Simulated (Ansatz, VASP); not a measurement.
Zr3SiO: VASP beside Ansatz

Contents of INCAR:

```
PREC = Accurate ; ENCUT = 600
EDIFF = 1E-7 ; ISMEAR = 0
SIGMA = 0.1 ; LREAL = F
LASPH = T ; NELM = 60
ALGO = Normal ; ISIF = 3
LWAVE = F ; LCHARG = F
GGA = PE ; IBRION = 2
NSW = 90 ; EDIFFG = -0.04
```

Contents of KPOINTS:

```
regular mesh
0
Gamma
  6 6 4
```

POSCAR

```
Zr3SiO
1.0
    3.2771903500      0.0000000000      0.0000000000
    0.0000000000      3.2771903500      0.0000000000
    0.0000000000      0.0000000000      7.2872258800
Zr Si O
3 1 1
Direct
    0.0000000000      0.0000000000      0.0000000000
    0.0000000000      0.0000000000      0.3384904600
    0.0000000000      0.0000000000      0.6615095400
    0.5000000000      0.5000000000      0.5000000000
    0.5000000000      0.5000000000      0.0000000000
```

Input for Ansatz:

```yaml
crystal:
  lattice:
    - [3.27719035, 0.0, 0.0]
    - [0.0, 3.27719035, 0.0]
    - [0.0, 0.0, 7.28722588]
  atoms:
    - { symbol: Zr, position: [0.0, 0.0, 0.0] }
    - { symbol: Zr, position: [0.0, 0.0, 0.33849046] }
    - { symbol: Zr, position: [0.0, 0.0, 0.66150954] }
    - { symbol: Si, position: [0.5, 0.5, 0.5] }
    - { symbol: O, position: [0.5, 0.5, 0.0] }
basis:
  ecutwfc: 420
kpoints:
  mp_grid: { grid: [6, 6, 4] }
hamiltonian:
  xc: pbe
scf:
  occupations: { method: gaussian, width: 0.1 }
  lower_state_search: "off"
output:
  forces: true
  stress: true
  eigenvalues: true
relax:
  adjacent_minimum: "off"
  f_tol: 0.04
  max_steps: 70
  cell: { stress_tol: 0.4 }
```

Alike in both runs: task relaxation of cell and atoms; functional PBE; k mesh 6 × 6 × 4; occupations gaussian, width 0.1 eV; no spin polarisation.

|  | VASP | Ansatz |
| --- | --- | --- |
| version | VASP 6.6.1 | Ansatz 0.2.0 |
| potentials or method | VASP PAW PBE potentials, release 64 (Zr_sv, Si, O), cutoff 600 eV | scalar-relativistic, plane waves, PAW |
| valence electrons in the cell | 46 | 46 |

```csv
,VASP,Ansatz,Ansatz less VASP
"gap on the k mesh at the Fermi level, each at its own relaxed structure (eV)",none,none,-
relaxed volume (Å³/atom),18.69,19.07,+0.381
relaxed cell length with the largest relative difference (Å),9.934,10.159,+0.2249
```

A gap of «none» marks a metal or a gap that the smearing closes.

Noted on VASP's run: the volume moved by over 15 % at a fixed basis, so the end points are rough.
